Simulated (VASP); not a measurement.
# SrTe (Fm-3m) in VASP: single point with LDA

Aim: the single point of SrTe with LDA.

Everything below comes from runs of VASP 6.6.1. Logs are shortened: lines on timing, memory, paths and dates and some standing lists are left out, and cuts for length are marked.

### Step 1. The cell of the first run

It takes space group Fm-3m (No. 225, cubic). The conventional cell has a = 6.527 Å, b = 6.527 Å, c = 6.527 Å, α = 90.00°, β = 90.00°, γ = 90.00°. Sr (site symmetry m-3m) has 6 Te at 3.26 Å within 4.3 Å. Within 4.3 Å of Te (site symmetry m-3m) lie 6 Sr at 3.26 Å.

### Step 2. Single point, LDA

File INCAR:

```
SYSTEM = SrTe
PREC = Accurate
ENCUT = 500
EDIFF = 1E-6
ISMEAR = 0
SIGMA = 0.02
LREAL = .FALSE.
LASPH = .TRUE.
NELM = 120
ALGO = Normal
ISIF = 2
LWAVE = .FALSE.
LCHARG = .FALSE.
NBANDS = 15
GGA_COMPAT = .FALSE.
```

File KPOINTS:

```
Automatic mesh
0
G
  8 8 8
  0 0 0
```

File POSCAR:

```
SrTe
1.0
    0.0000000000      3.2635326192      3.2635326192
    3.2635326192      0.0000000000      3.2635326192
    3.2635326192      3.2635326192      0.0000000000
Sr Te
1 1
Direct
    0.0000000000      0.0000000000      0.0000000000
    0.5000000000      0.5000000000      0.5000000000
```

Potentials or basis: VASP PAW LDA potentials, release 64 (Sr_sv, Te).

Run with:

```
> cat potpaw_LDA.64/Sr_sv/POTCAR potpaw_LDA.64/Te/POTCAR > POTCAR
> mpirun -np 1 vasp_std > vasp.out
```

OUTCAR:

```text
SYSTEM = SrTe
   PREC = Accurate
   ENCUT = 500
   EDIFF = 1E-6
   ISMEAR = 0
   LREAL = .FALSE.
   LASPH = .TRUE.
   NELM = 120
   ISIF = 2

 ion  position               nearest neighbor table
   1  0.000  0.000  0.000-   2 3.26   2 3.26   2 3.26   2 3.26   2 3.26   2 3.26
   2  0.500  0.500  0.500-   1 3.26   1 3.26   1 3.26   1 3.26   1 3.26   1 3.26

  LATTYP: Found a face centered cubic cell.
 ALAT       =     6.5270652384

  Lattice vectors:

 A1 = (   0.0000000000,   3.2635326192,   3.2635326192)
 A2 = (   3.2635326192,   0.0000000000,   3.2635326192)
 A3 = (   3.2635326192,   3.2635326192,   0.0000000000)

Analysis of symmetry for initial positions (statically):
=====================================================================
 Subroutine PRICEL returns:
 Original cell was already a primitive cell.

 Routine SETGRP: Setting up the symmetry group for a
 face centered cubic supercell.

 Subroutine GETGRP returns: Found 48 space group operations
 (whereof 48 operations were pure point group operations)
 out of a pool of 48 trial point group operations.

The static configuration has the point symmetry O_h .

Analysis of symmetry for dynamics (positions and initial velocities):
=====================================================================
 Subroutine PRICEL returns:
 Original cell was already a primitive cell.

 Routine SETGRP: Setting up the symmetry group for a
 face centered cubic supercell.

 Subroutine GETGRP returns: Found 48 space group operations
 (whereof 48 operations were pure point group operations)
 out of a pool of 48 trial point group operations.

The dynamic configuration has the point symmetry O_h .

 Subroutine INISYM returns: Found 48 space group operations
 (whereof 48 operations are pure point group operations),
 and found     1 'primitive' translations

----------------------------------------------------------------------------------------

                                     Primitive cell

  volume of cell :      69.5175

  direct lattice vectors                    reciprocal lattice vectors
     0.000000000  3.263532619  3.263532619    -0.153208213  0.153208213  0.153208213
     3.263532619  0.000000000  3.263532619     0.153208213 -0.153208213  0.153208213
     3.263532619  3.263532619  0.000000000     0.153208213  0.153208213 -0.153208213

  length of vectors
     4.615332091  4.615332091  4.615332091     0.265364409  0.265364409  0.265364409

  position of ions in fractional coordinates (direct lattice)
     0.000000000  0.000000000  0.000000000
     0.500000000  0.500000000  0.500000000

  ion indices of the primitive-cell ions
   primitive index   ion index
                 1           1
                 2           2

----------------------------------------------------------------------------------------

 KPOINTS: Automatic mesh

Automatic generation of k-mesh.
 Grid dimensions read from file:
 generate k-points for:    8    8    8

 Generating k-lattice:

  Cartesian coordinates                     Fractional coordinates (reciprocal lattice)
    -0.019151027  0.019151027  0.019151027     0.125000000  0.000000000  0.000000000
     0.019151027 -0.019151027  0.019151027     0.000000000  0.125000000  0.000000000
     0.019151027  0.019151027 -0.019151027     0.000000000  0.000000000  0.125000000

  Length of vectors
     0.033170551  0.033170551  0.033170551

  Shift w.r.t. Gamma in fractional coordinates (k-lattice)
     0.000000000  0.000000000  0.000000000

 Subroutine IBZKPT returns following result:
 ===========================================

 Found     29 irreducible k-points:

 Following reciprocal coordinates:
            Coordinates               Weight
  0.000000  0.000000  0.000000      1.000000
  0.125000  0.000000  0.000000      8.000000
  0.250000  0.000000  0.000000      8.000000
  0.375000  0.000000  0.000000      8.000000
  0.500000  0.000000  0.000000      4.000000
  0.125000  0.125000  0.000000      6.000000
[... 16 lines left out ...]
  0.500000  0.250000  0.125000     48.000000
 -0.375000  0.250000  0.125000     24.000000
 [... further k-points ...]
   k-points           NKPTS =     29   k-points in BZ     NKDIM =     29   number of bands    NBANDS=     15
   number of dos      NEDOS =    301   number of ions     NIONS =      2
   total plane-waves  NPLWV =  46656
   dimension x,y,z NGX =    36 NGY =   36 NGZ =   36
   dimension x,y,z NGXF=    72 NGYF=   72 NGZF=   72
   ions per type =               1   1
   NGX,Y,Z   is equivalent  to a cutoff of  12.97, 12.97, 12.97 a.u.
   NGXF,Y,Z  is equivalent  to a cutoff of  25.93, 25.93, 25.93 a.u.
 SYSTEM =  SrTe
   PREC   = accura    normal or accurate (medium, high low for compatibility)
   ISTART =      0    job   : 0-new  1-cont  2-samecut
   ICHARG =      2    charge: 1-file 2-atom 10-const
   ISPIN  =      1    spin polarized calculation?
   LNONCOLLINEAR =      F non collinear calculations
   LSORBIT =      F    spin-orbit coupling
   LASPH  =      T    aspherical Exc in radial PAW
   ENCUT  =  500.0 eV  36.75 Ry    6.06 a.u.   8.41  8.41  8.41*2*pi/ulx,y,z
   NELM   =    120;   NELMIN=  2; NELMDL= -5     # of ELM steps
   EDIFF  = 0.1E-05   stopping-criterion for ELM
   LREAL  =      F    real-space projection
   EDIFFG = 0.1E-04   stopping-criterion for IOM
   NSW    =      0    number of steps for IOM
   IBRION =     -1    ionic relax: 0-MD 1-quasi-New 2-CG
   NFREE  =      0    steps in history (QN), initial steepest desc. (CG)
   ISIF   =      2    stress and relaxation
   ISYM   =      2    0-nonsym 1-usesym 2-fastsym
   POTIM  = 0.5000    time-step for ionic-motion
   TEBEG  =    0.0;   TEEND  =   0.0 temperature during run
   PSTRESS=    0.0 pullay stress
   NELECT =      16.0000    total number of electrons
   NUPDOWN=      -1.0000    fix difference up-down
   EMIN   =  10.00;   EMAX   =-10.00  energy-range for DOS
   EFERMI =   0.00;   METHOD = LEGACY
   ISMEAR =     0;   SIGMA  =   0.02  broadening in eV -4-tet -1-fermi 0-gaus
   EFERMI_NEDOS =   21; number of points for ismear=-14 and -15
   IALGO  =     38    algorithm
   IMIX   =      4    mixing-type and parameters
     AMIX     =   0.40;   BMIX     =  1.00
     AMIX_MAG =   1.60;   BMIX_MAG =  1.00
  volume/ion in A,a.u.               =      34.76       234.56
  Fermi-wavevector in a.u.,A,eV,Ry     =   1.003268  1.895901 13.694893  1.006546
  Thomas-Fermi vector in A             =   2.135809
   LORBIT       =      0    0 simple, 1 ext, 2 COOP (PROOUT), +10 PAW based schemes
   GGA     = CA    functional components
   LHFCALC =     F    Hartree Fock is set to
   AEXX    =    0.0000 exact exchange contribution
   IVDW    =     0    specifies the selected vdW correction
   LEPSILON=     F    determine dielectric tensor
   LRPA    =     F    only Hartree local field effects (RPA)
 non-spin polarized calculation
 Gauss-broadening in eV      SIGMA  =   0.02
  energy-cutoff  :      500.00
  volume of cell :       69.52
 maximum number of plane-waves:      1807
 NGX is ok and might be reduce to    36
   NGX = 17   NGY = 17   NGZ = 17

 number of electron      16.0000000 magnetization

 Free energy of the ion-electron system (eV)
  ---------------------------------------------------
  ext. energy  EPLUGINS =         0.00000000
  ---------------------------------------------------
  free energy    TOTEN  =        -9.25933750 eV

  energy without entropy =       -9.25933750  energy(sigma->0) =       -9.25933750

 E-fermi :   3.3649     XC(G=0):  -9.0543

 val. band max:        3.1526784589   @ k =   0.0000   0.0000   0.0000
 cond. band min:       4.5566469805   @ k =   0.5000   0.5000   0.0000
 fundamental gap:      1.4039685216
 Fermi energy:         3.3649019657

 k-point     1 :       0.0000    0.0000    0.0000
  band No.  band energies     occupation
      1     -31.2047      2.00000
      2     -13.3165      2.00000
      3     -13.3165      2.00000
      4     -13.3165      2.00000
      5      -7.0881      2.00000
      6       3.1527      2.00000
      7       3.1527      2.00000
      8       3.1527      2.00000
      9       6.0676      0.00000
     10       6.2282      0.00000
     11       6.2282      0.00000
     12       6.2282      0.00000
     13       6.9823      0.00000
     14       6.9823      0.00000
     15      10.5360      0.00000

 k-point     2 :       0.1250    0.0000    0.0000
  band No.  band energies     occupation
      1     -31.2037      2.00000
      2     -13.3442      2.00000
      3     -13.3175      2.00000
      4     -13.3175      2.00000
      5      -6.9847      2.00000
      6       2.4071      2.00000
      7       2.8853      2.00000
      8       2.8853      2.00000
      9       6.1663      0.00000
     10       6.4536      0.00000
     11       6.4536      0.00000
     12       6.9897      0.00000
     13       7.4486      0.00000
     14       7.4486      0.00000
     15      11.0984      0.00000

 k-point     3 :       0.2500    0.0000    0.0000
  band No.  band energies     occupation
      1     -31.2014      2.00000
      2     -13.4091      2.00000
      3     -13.3200      2.00000
      4     -13.3200      2.00000
      5      -6.7228      2.00000
      6       1.2407      2.00000
      7       2.3948      2.00000
      8       2.3948      2.00000
      9       6.2478      0.00000
     10       7.0186      0.00000
     11       7.0186      0.00000
     12       8.4659      0.00000
     13       8.5872      0.00000
     14       8.5872      0.00000
     15      11.6151      0.00000

 k-point     4 :       0.3750    0.0000    0.0000
  band No.  band energies     occupation
      1     -31.1991      2.00000
      2     -13.4715      2.00000
      3     -13.3224      2.00000
      4     -13.3224      2.00000
      5      -6.4383      2.00000
      6       0.3646      2.00000
      7       2.0196      2.00000
      8       2.0196      2.00000
      9       6.6066      0.00000
     10       7.8309      0.00000
     11       7.8309      0.00000
     12       8.8037      0.00000
     13       9.8015      0.00000
     14       9.8015      0.00000
     15      11.4774      0.00000
[... 307 lines left out ...]
 k-point    22 :       0.3750    0.2500    0.1250
  band No.  band energies     occupation
      1     -31.1997      2.00000
      2     -13.4163      2.00000
      3     -13.3485      2.00000
      4     -13.3265      2.00000
      5      -6.6139      2.00000
      6       0.9369      2.00000
      7       2.2199      2.00000
      8       2.2771      2.00000
      9       5.9161      0.00000
     10       7.3533      0.00000
     11       7.8968      0.00000
     12       7.9080      0.00000
     13       8.8031      0.00000
     14       9.9808      0.00000
     15      11.5778      0.00000

 k-point    23 :       0.5000    0.2500    0.1250
  band No.  band energies     occupation
      1     -31.1978      2.00000
      2     -13.4470      2.00000
      3     -13.3599      2.00000
      4     -13.3329      2.00000
      5      -6.4496      2.00000
      6       0.6179      2.00000
      7       1.8175      2.00000
      8       2.0027      2.00000
      9       6.3968      0.00000
     10       7.9567      0.00000
     11       8.1995      0.00000
     12       8.5975      0.00000
     13       8.8544      0.00000
     14      10.2151      0.00000
     15      11.2585      0.00000

 k-point    24 :      -0.3750    0.2500    0.1250
  band No.  band energies     occupation
      1     -31.1970      2.00000
      2     -13.4604      2.00000
      3     -13.3615      2.00000
      4     -13.3377      2.00000
      5      -6.3796      2.00000
      6       0.5017      2.00000
      7       1.6441      2.00000
      8       1.9081      2.00000
      9       7.0400      0.00000
     10       7.2613      0.00000
     11       8.6716      0.00000
     12       8.9278      0.00000
     13       9.1954      0.00000
     14       9.9879      0.00000
     15      11.6721      0.00000

 [... further k-points ...]
[... 5 lines left out ...]
  --------------------------------------------------------------------------------------
  -------------------------------------------------------------------------------------
  Total        0.0662103      0.0662103      0.0662103      0.0000000     -0.0000000      0.0000000
  in kB        1.5259561      1.5259561      1.5259561      0.0000000     -0.0000000      0.0000000
  external PRESSURE =       1.5259561 kB  Pullay stress =       0.0000000 kB

 VOLUME and BASIS-vectors are now :
 -----------------------------------------------------------------------------
  energy-cutoff  :      500.00
  volume of cell :       69.52
      direct lattice vectors                 reciprocal lattice vectors
     0.000000000  3.263532619  3.263532619    -0.153208213  0.153208213  0.153208213
     3.263532619  0.000000000  3.263532619     0.153208213 -0.153208213  0.153208213
     3.263532619  3.263532619  0.000000000     0.153208213  0.153208213 -0.153208213

 POSITION                                       TOTAL-FORCE (eV/Angst)
 -----------------------------------------------------------------------------------
      0.00000      0.00000      0.00000         0.000000     -0.000000      0.000000
      3.26353      3.26353      3.26353        -0.000000      0.000000     -0.000000
 -----------------------------------------------------------------------------------
    total drift:                                0.000000      0.000000      0.000000

  FREE ENERGIE OF THE ION-ELECTRON SYSTEM (eV)
  ---------------------------------------------------
  free  energy   TOTEN  =        -9.2593375007 eV

  energy  without entropy=       -9.2593375007  energy(sigma->0) =       -9.25933750
```

Run time: 42 s. Hardware: 1 thread of AMD EPYC 7R43 (Zen 3), shared host; peak memory 0.15 GiB.

Results:

```
Free energy            : -9.2593 eV
Pressure               : 0.2 GPa
Band gap on the k mesh : 1.40 eV (least direct gap 2.19 eV)
```

Caveat: spin-orbit coupling is left out, which moves the levels of the heavy elements.
